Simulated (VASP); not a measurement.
# Sr (I4/mmm) in VASP: further runs, part 2 of 2

VASP 6.6.1.

### 4 Single point, PBE

This run uses another cell than the first one, of the same volume but with other edges.

File INCAR:

```
SYSTEM = Sr
ALGO = Fast
EDIFF = 1E-6
ENCUT = 520
GGA = PE
ISIF = 2
ISMEAR = 0
LASPH = .TRUE.
LCHARG = .TRUE.
LELF = .TRUE.
LREAL = .FALSE.
LVHAR = .TRUE.
LWAVE = .FALSE.
NBANDS = 11
NELM = 80
PREC = Accurate
SIGMA = 0.15
```

File KPOINTS:

```
k-points
0
G
  16 16 16
  0 0 0
```

File POSCAR:

```
Sr
1.0
    0.0000000000      2.9472136046      3.2419349650
    2.9472136046      0.0000000000      3.2419349650
    2.9472136046      2.9472136046      0.0000000000
Sr
1
Direct
    0.0000000000      0.0000000000      0.0000000000
```

Potentials or basis: VASP PAW PBE potentials, release 64 (Sr_sv).

On the command line:

```bash
$ cat potpaw_PBE.64/Sr_sv/POTCAR > POTCAR
$ mpirun -np 1 vasp_std > vasp.out
```

OUTCAR:

```text
SYSTEM = Sr
   EDIFF = 1E-6
   ENCUT = 520
   GGA = PE
   ISIF = 2
   ISMEAR = 0
   LASPH = .TRUE.
   LREAL = .FALSE.
   NELM = 80
   PREC = Accurate

 ion  position               nearest neighbor table
   1  0.000  0.000  0.000-

  LATTYP: Found a body centered tetragonal cell.
 ALAT       =     4.1679894508
 C/A-ratio  =     1.5556349186

  Lattice vectors:

 A1 = (  -2.9472136046,   0.0000000000,   3.2419349650)
 A2 = (   2.9472136046,   0.0000000000,   3.2419349650)
 A3 = (   0.0000000000,   2.9472136046,  -3.2419349650)

Analysis of symmetry for initial positions (statically):
=====================================================================
 Subroutine PRICEL returns:
 Original cell was already a primitive cell.

 Routine SETGRP: Setting up the symmetry group for a
 body centered tetragonal supercell.

 Subroutine GETGRP returns: Found 16 space group operations
 (whereof 16 operations were pure point group operations)
 out of a pool of 16 trial point group operations.

The static configuration has the point symmetry D_4h.

Analysis of symmetry for dynamics (positions and initial velocities):
=====================================================================
 Subroutine PRICEL returns:
 Original cell was already a primitive cell.

 Routine SETGRP: Setting up the symmetry group for a
 body centered tetragonal supercell.

 Subroutine GETGRP returns: Found 16 space group operations
 (whereof 16 operations were pure point group operations)
 out of a pool of 16 trial point group operations.

The dynamic configuration has the point symmetry D_4h.

 Subroutine INISYM returns: Found 16 space group operations
 (whereof 16 operations are pure point group operations),
 and found     1 'primitive' translations

----------------------------------------------------------------------------------------

                                     Primitive cell

  volume of cell :      56.3193

  direct lattice vectors                    reciprocal lattice vectors
     0.000000000  2.947213605  3.241934965    -0.169651768  0.169651768  0.154228880
     2.947213605  0.000000000  3.241934965     0.169651768 -0.169651768  0.154228880
     2.947213605  2.947213605  0.000000000     0.169651768  0.169651768 -0.154228880

  length of vectors
     4.381348006  4.381348006  4.167989451     0.285219201  0.285219201  0.285219201

  position of ions in fractional coordinates (direct lattice)
     0.000000000  0.000000000  0.000000000

  ion indices of the primitive-cell ions
   primitive index   ion index
                 1           1

----------------------------------------------------------------------------------------

 KPOINTS: k-points

Automatic generation of k-mesh.
 Grid dimensions read from file:
 generate k-points for:   16   16   16

 Generating k-lattice:

  Cartesian coordinates                     Fractional coordinates (reciprocal lattice)
    -0.010603236  0.010603236  0.009639305     0.062500000  0.000000000  0.000000000
     0.010603236 -0.010603236  0.009639305     0.000000000  0.062500000  0.000000000
     0.010603236  0.010603236 -0.009639305     0.000000000  0.000000000  0.062500000

  Length of vectors
     0.017826200  0.017826200  0.017826200

  Shift w.r.t. Gamma in fractional coordinates (k-lattice)
     0.000000000  0.000000000  0.000000000

 Subroutine IBZKPT returns following result:
 ===========================================

 Found    349 irreducible k-points:

 Following reciprocal coordinates:
            Coordinates               Weight
  0.000000  0.000000  0.000000      1.000000
  0.062500  0.000000  0.000000      8.000000
  0.125000  0.000000  0.000000      8.000000
  0.187500  0.000000  0.000000      8.000000
  0.250000  0.000000  0.000000      8.000000
  0.312500  0.000000  0.000000      8.000000
[... 16 lines left out ...]
 -0.125000  0.062500  0.000000      8.000000
 -0.062500  0.062500  0.000000      4.000000
 [... further k-points ...]
   k-points           NKPTS =    349   k-points in BZ     NKDIM =    349   number of bands    NBANDS=     11
   number of dos      NEDOS =    301   number of ions     NIONS =      1
   total plane-waves  NPLWV =  41472
   dimension x,y,z NGX =    36 NGY =   36 NGZ =   32
   dimension x,y,z NGXF=    72 NGYF=   72 NGZF=   64
   ions per type =               1
   NGX,Y,Z   is equivalent  to a cutoff of  13.66, 13.66, 12.76 a.u.
   NGXF,Y,Z  is equivalent  to a cutoff of  27.32, 27.32, 25.53 a.u.
 SYSTEM =  Sr
   PREC   = accura    normal or accurate (medium, high low for compatibility)
   ISTART =      0    job   : 0-new  1-cont  2-samecut
   ICHARG =      2    charge: 1-file 2-atom 10-const
   ISPIN  =      1    spin polarized calculation?
   LNONCOLLINEAR =      F non collinear calculations
   LSORBIT =      F    spin-orbit coupling
   LASPH  =      T    aspherical Exc in radial PAW
   ENCUT  =  520.0 eV  38.22 Ry    6.18 a.u.   8.15  8.15  7.75*2*pi/ulx,y,z
   NELM   =     80;   NELMIN=  2; NELMDL= -5     # of ELM steps
   EDIFF  = 0.1E-05   stopping-criterion for ELM
   LREAL  =      F    real-space projection
   EDIFFG = 0.1E-04   stopping-criterion for IOM
   NSW    =      0    number of steps for IOM
   IBRION =     -1    ionic relax: 0-MD 1-quasi-New 2-CG
   NFREE  =      0    steps in history (QN), initial steepest desc. (CG)
   ISIF   =      2    stress and relaxation
   ISYM   =      2    0-nonsym 1-usesym 2-fastsym
   POTIM  = 0.5000    time-step for ionic-motion
   TEBEG  =    0.0;   TEEND  =   0.0 temperature during run
   PSTRESS=    0.0 pullay stress
   NELECT =      10.0000    total number of electrons
   NUPDOWN=      -1.0000    fix difference up-down
   EMIN   =  10.00;   EMAX   =-10.00  energy-range for DOS
   EFERMI =   0.00;   METHOD = LEGACY
   ISMEAR =     0;   SIGMA  =   0.15  broadening in eV -4-tet -1-fermi 0-gaus
   EFERMI_NEDOS =   21; number of points for ismear=-14 and -15
   IALGO  =     68    algorithm
   IMIX   =      4    mixing-type and parameters
     AMIX     =   0.40;   BMIX     =  1.00
     AMIX_MAG =   1.60;   BMIX_MAG =  1.00
  volume/ion in A,a.u.               =      56.32       380.06
  Fermi-wavevector in a.u.,A,eV,Ry     =   0.920144  1.738819 11.519569  0.846664
  Thomas-Fermi vector in A             =   2.045416
   LORBIT       =      0    0 simple, 1 ext, 2 COOP (PROOUT), +10 PAW based schemes
   GGA     = PE    functional components
   LHFCALC =     F    Hartree Fock is set to
   AEXX    =    0.0000 exact exchange contribution
   IVDW    =     0    specifies the selected vdW correction
   LEPSILON=     F    determine dielectric tensor
   LRPA    =     F    only Hartree local field effects (RPA)
 non-spin polarized calculation
 RMM-DIIS sequential band-by-band and
 Gauss-broadening in eV      SIGMA  =   0.15
  energy-cutoff  :      520.00
  volume of cell :       56.32
 maximum number of plane-waves:      1534
 NGX is ok and might be reduce to    36

 number of electron      10.0000000 magnetization

 Free energy of the ion-electron system (eV)
  ---------------------------------------------------
  ext. energy  EPLUGINS =         0.00000000
  ---------------------------------------------------
  free energy    TOTEN  =        -1.63679596 eV

  energy without entropy =       -1.62180644  energy(sigma->0) =       -1.62930120

 E-fermi :   1.4996     XC(G=0):  -7.2785

 val. band max:        1.4942564470   @ k =  -0.3750   0.1250   0.2500
 cond. band min:       1.5104037273   @ k =  -0.3750   0.3125   0.0000
 fundamental gap:      0.0161472802
 Fermi energy:         1.4995617740

 k-point     1 :       0.0000    0.0000    0.0000
  band No.  band energies     occupation
      1     -35.1701      2.00000
      2     -17.0667      2.00000
      3     -17.0572      2.00000
      4     -17.0572      2.00000
      5      -2.1039      2.00000
      6       3.5068      0.00000
      7       4.0211      0.00000
      8       4.0211      0.00000
      9       4.7788      0.00000
     10       5.6254      0.00000
     11       8.6022      0.00000
[... 309 lines left out ...]
 k-point    24 :      -0.0625    0.0625    0.0000
  band No.  band energies     occupation
      1     -35.1686      2.00000
      2     -17.0786      2.00000
      3     -17.0707      2.00000
      4     -17.0574      2.00000
      5      -1.9298      2.00000
      6       3.5867      0.00000
      7       3.7029      0.00000
      8       4.1078      0.00000
      9       4.8357      0.00000
     10       5.3971      0.00000
     11       9.0361      0.00000

 [... further k-points ...]

------------------------ aborting loop because EDIFF is reached ----------------------------------------

  FORCE on cell =-STRESS in cart. coord.  units (eV):
  Direction    XX          YY          ZZ          XY          YZ          ZX
  --------------------------------------------------------------------------------------
  -------------------------------------------------------------------------------------
  Total       -0.0180878     -0.0180878     -0.2811197      0.0000000      0.0000000     -0.0000000
  in kB       -0.5145620     -0.5145620     -7.9973167      0.0000000      0.0000000     -0.0000000
  external PRESSURE =      -3.0088135 kB  Pullay stress =       0.0000000 kB

 VOLUME and BASIS-vectors are now :
 -----------------------------------------------------------------------------
  energy-cutoff  :      520.00
  volume of cell :       56.32
      direct lattice vectors                 reciprocal lattice vectors
     0.000000000  2.947213605  3.241934965    -0.169651768  0.169651768  0.154228880
     2.947213605  0.000000000  3.241934965     0.169651768 -0.169651768  0.154228880
     2.947213605  2.947213605  0.000000000     0.169651768  0.169651768 -0.154228880

 POSITION                                       TOTAL-FORCE (eV/Angst)
 -----------------------------------------------------------------------------------
      0.00000      0.00000      0.00000        -0.000000      0.000000      0.000000
 -----------------------------------------------------------------------------------
    total drift:                               -0.000000      0.000000      0.000000

  FREE ENERGIE OF THE ION-ELECTRON SYSTEM (eV)
  ---------------------------------------------------
  free  energy   TOTEN  =        -1.6367959555 eV

  energy  without entropy=       -1.6218064424  energy(sigma->0) =       -1.62930120
```

OSZICAR:

```text
N       E                     dE             d eps       ncg     rms          rms(c)
DAV:   1     0.360101400889E+02    0.36010E+02   -0.47481E+03  7678   0.782E+02
DAV:   2     0.616420802019E-01   -0.35948E+02   -0.35284E+02  8959   0.151E+02
DAV:   3    -0.156553943233E+01   -0.16272E+01   -0.16108E+01 11509   0.239E+01
DAV:   4    -0.163240067487E+01   -0.66861E-01   -0.66700E-01  9941   0.451E+00
DAV:   5    -0.163397106637E+01   -0.15704E-02   -0.15702E-02 11012   0.540E-01    0.110E+01
RMM:   6    -0.163561735488E+01   -0.16463E-02   -0.64031E-03  8103   0.934E-01    0.627E+00
RMM:   7    -0.163663123982E+01   -0.10139E-02   -0.12635E-02  8585   0.136E+00    0.281E-01
RMM:   8    -0.163670188568E+01   -0.70646E-04   -0.23064E-03 10385   0.354E-01    0.620E-02
RMM:   9    -0.163677334197E+01   -0.71456E-04   -0.48384E-04 12274   0.101E-01    0.445E-02
RMM:  10    -0.163679603284E+01   -0.22691E-04   -0.79986E-05 11560   0.511E-02    0.505E-02
RMM:  11    -0.163679530566E+01    0.72719E-06   -0.37595E-05 11961   0.325E-02    0.527E-03
RMM:  12    -0.163679595547E+01   -0.64981E-06   -0.50530E-06 10268   0.103E-02
   1 F= -.16367960E+01 E0= -.16293012E+01  d E =-.149895E-01
```

Run time: 81 s. Hardware: 1 thread of Intel Xeon 6975P-C (Granite Rapids), shared host; peak memory 0.36 GiB.

What came out:

| Property | Result |
| --- | --- |
| Free energy | -1.6368 eV |
| Pressure | -0.3 GPa |
| Band gap on the k mesh | zero (band 5 reaches 1.60 eV, above the bottom of band 6 at 1.49 eV) |

Stress tensor (GPa, compression positive):
```
-0.05  0.00  0.00
 0.00 -0.05  0.00
 0.00  0.00 -0.80
```

### 5 Single point, PBE

This run uses another cell than the first one, of the same volume but with other edges.

File INCAR:

```
SYSTEM = Sr
PREC     = Accurate       ! precision mode
ENCUT    = 520            ! plane-wave cutoff, eV
EDIFF    = 1E-6           ! SCF threshold, eV
ISMEAR   = 0              ! smearing method
SIGMA    = 0.15           ! smearing width, eV
LREAL    = .False.        ! projectors in reciprocal space
LASPH    = .True.         ! aspherical terms in the spheres
NELM     = 80             ! most SCF steps
ALGO     = Fast           ! electronic algorithm
ISIF     = 2              ! what is computed and relaxed
LWAVE    = .False.        ! write WAVECAR
LCHARG   = .False.        ! write CHGCAR
GGA      = PE             ! functional
NBANDS   = 11             ! bands
```

File KPOINTS:

```
Automatic mesh
0
Gamma
  16 16 16
  0 0 0
```

File POSCAR:

```
Sr
1.0
    0.0000000000      3.5121365236      2.2828887403
    3.5121365236      0.0000000000      2.2828887403
    3.5121365236      3.5121365236      0.0000000000
Sr
1
Direct
    0.0000000000      0.0000000000      0.0000000000
```

On the command line:

```bash
$ cat potpaw_PBE.64/Sr_sv/POTCAR > POTCAR
$ mpirun -np 1 vasp_std > vasp.out
```

Run time: 75 s. Hardware: 1 thread of Intel Xeon 6975P-C (Granite Rapids), shared host; peak memory 0.36 GiB.

It converged, with:

* Free energy: -1.6329 eV
* Pressure: -0.4 GPa
* Band gap on the k mesh: zero (band 5 reaches 1.80 eV, above the bottom of band 6 at 1.42 eV)

Stress tensor (GPa, compression positive):
```
-0.49  0.00  0.00
 0.00 -0.49  0.00
 0.00  0.00 -0.20
```

Levels at points of the mesh, in eV from the Fermi level:
| k point | band 1 | band 2 | band 3 | band 4 | band 5 | band 6 | band 7 | band 8 | band 9 | band 10 |
| --- | --- | --- | --- | --- | --- | --- | --- | --- | --- | --- |
| (0.00, 0.00, 0.00) | -36.67 | -18.57 | -18.56 | -18.56 | -3.61 | 2.04 | 2.53 | 2.53 | 3.26 | 3.96 |
| (0.50, 0.00, 0.00) | -36.66 | -18.74 | -18.62 | -18.57 | -0.93 | 0.28 | 1.05 | 3.50 | 4.37 | 5.27 |
| (0.50, 0.50, 0.00) | -36.65 | -18.70 | -18.70 | -18.68 | -0.18 | -0.04 | 3.15 | 3.15 | 4.31 | 4.86 |
| (0.50, 0.00, 0.50) | -36.66 | -18.74 | -18.62 | -18.55 | -1.11 | 0.03 | 1.59 | 3.07 | 3.91 | 5.21 |

### 6 Summary

```tsv
cell	gap on the mesh (eV)	pressure (GPa)
a = 4.572, b = 4.572, c = 3.942 Å, angles 64.5, 64.5, 51.1°, 1 atom	none	-0.3
a = 4.251, b = 4.251, c = 4.424 Å, angles 58.6, 58.6, 62.7°, 1 atom	none	-0.3
a = 4.381, b = 4.381, c = 4.168 Å, angles 61.6, 61.6, 56.8°, 1 atom	none	-0.3
a = 4.189, b = 4.189, c = 4.967 Å, angles 53.6, 53.6, 72.7°, 1 atom	none	-0.4
```

Alike in all rows: task single point; level PBE; potentials or basis VASP PAW PBE potentials, release 64 (Sr_sv); no spin polarisation; k mesh 16 × 16 × 16; cutoff (eV) 520; smearing gaussian 0.15 eV.

Absolute energies hang on the potentials; compare differences alone.
